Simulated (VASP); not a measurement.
Input of a VASP 6.6.1 run:

INCAR

```
SYSTEM = Ir
ALGO = Normal
EDIFF = 1E-6
ENCUT = 560
GGA = PS
GGA_COMPAT = .False.
ISIF = 2
ISMEAR = 0
LASPH = .True.
LCHARG = .False.
LREAL = .False.
LWAVE = .False.
NBANDS = 24
NELM = 120
PREC = Accurate
SIGMA = 0.1
```

File KPOINTS:

```
k-points
0
Gamma
  18 18 10
  0 0 0
```

Contents of POSCAR:

```
Ir
1.0
    2.7189969351      0.0000000000      0.0000000000
   -1.3594984675      2.3547204186      0.0000000000
    0.0000000000      0.0000000000      4.4082208368
Ir
2
Direct
    0.6666666667      0.3333333333      0.7500000000
    0.3333333333      0.6666666667      0.2500000000
```

Potentials or basis: VASP PAW PBE potentials, release 64 (Ir_sv_GW).

Run with:

```console
$ cat potpaw_PBE.64/Ir_sv_GW/POTCAR > POTCAR
$ mpirun -np 1 vasp_std > vasp.out
```

(1) What does it give for the band gap on the k mesh?

(2) Estimate the pressure.

## Answers

(1) zero (bands 17 and 18 overlap by 3.38 eV).

(2) -1.8 GPa.

Caveat: the PAW data sets were made with another functional, which shifts forces and pressure a little; spin-orbit coupling is left out, which moves the levels of the heavy elements.
